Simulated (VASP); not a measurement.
# Pt: single point with PBEsol

The system is Pt.

```
CELL_PARAMETERS angstrom
2.78801 0.00000 0.00000
-1.39400 2.41448 0.00000
0.00000 0.00000 4.83958
ATOMIC_POSITIONS crystal
Pt 0.66667 0.33333 0.75000
Pt 0.33333 0.66667 0.25000
```

* Program: VASP 6.6.1
* Task: single point
* Functional: PBEsol
* Potentials or basis: VASP PAW PBE potentials, release 64 (Pt)
* Cutoff: 520 eV
* k mesh: 12 × 12 × 6
* Occupations: methfessel-paxton, width 0.15 eV
* Spin: no spin polarisation
* Dipole correction: no
* Further INCAR settings: ALGO = Normal; EDIFF = 1e-06; NBANDS = 17

```json
{
  "Pressure": "-17.3 GPa",
  "Band gap on the k mesh": "zero (band 10 reaches 10.11 eV, above the bottom of band 11 at 8.90 eV)"
}
```

Stress tensor (GPa, compression positive):
```
-17.70   0.00   0.00
  0.00 -17.70   0.00
  0.00   0.00 -16.43
```

Levels at points of the mesh, in eV from the Fermi level:
| k point | band 7 | band 8 | band 9 | band 10 | band 11 | band 12 | band 13 | band 14 |
| --- | --- | --- | --- | --- | --- | --- | --- | --- |
| (0.00, 0.00, 0.00) | -2.90 | -1.68 | -1.68 | -0.63 | -0.18 | -0.18 | 4.47 | 15.16 |
| (0.50, 0.00, 0.00) | -2.45 | 0.03 | 0.29 | 0.48 | 2.20 | 3.62 | 7.08 | 8.66 |
| (0.00, 0.00, 0.50) | -3.23 | -3.23 | -0.73 | -0.73 | -0.73 | -0.73 | 11.67 | 11.67 |
| (0.50, 0.00, 0.50) | -0.78 | -0.78 | 0.40 | 0.40 | 1.69 | 1.69 | 6.21 | 6.21 |

Wall time 18 s on 1 thread of AMD EPYC 9R45 96-Core Processor (Zen 5) (shared host), peak memory 0.14 GiB.

Caveat: the PAW data sets were made with another functional, which shifts forces and pressure a little; spin-orbit coupling is left out, which moves the levels of the heavy elements.
